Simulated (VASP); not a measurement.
Input of a VASP 6.6.1 run:

File INCAR:

```
SYSTEM = Rb3HBr4
ALGO = Normal ; EDIFF = 1E-6
ENCUT = 520 ; GGA = PE
ISIF = 2 ; ISMEAR = 0
LASPH = .TRUE. ; LCHARG = .TRUE.
LELF = .TRUE. ; LREAL = .FALSE.
LVHAR = .TRUE. ; LWAVE = .FALSE.
NBANDS = 38 ; NELM = 100
PREC = Accurate ; SIGMA = 0.1
```

File KPOINTS:

```
k-points
0
G
  6 6 6
  0 0 0
```

POSCAR

```
Rb3HBr4
1.0
    6.8200863962      0.0000000000      0.0000000000
    0.0000000000      6.8200863962      0.0000000000
    0.0000000000      0.0000000000      6.8200863962
Rb H Br
3 1 4
Direct
    0.0000000000      0.5000000000      0.5000000000
    0.5000000000      0.0000000000      0.5000000000
    0.5000000000      0.5000000000      0.0000000000
    0.0000000000      0.0000000000      0.0000000000
    0.5000000000      0.0000000000      0.0000000000
    0.5000000000      0.5000000000      0.5000000000
    0.0000000000      0.0000000000      0.5000000000
    0.0000000000      0.5000000000      0.0000000000
```

Potentials or basis: VASP PAW PBE potentials, release 64 (Rb_sv, H, Br).

The run is started by

```console
$ cat potpaw_PBE.64/Rb_sv/POTCAR potpaw_PBE.64/H/POTCAR potpaw_PBE.64/Br/POTCAR > POTCAR
$ mpirun -np 1 vasp_std > vasp.out
```

Q: Estimate the band gap on the k mesh.

A: Zero (filled and empty bands touch).

Q: Estimate the pressure.

A: 0.0 GPa.
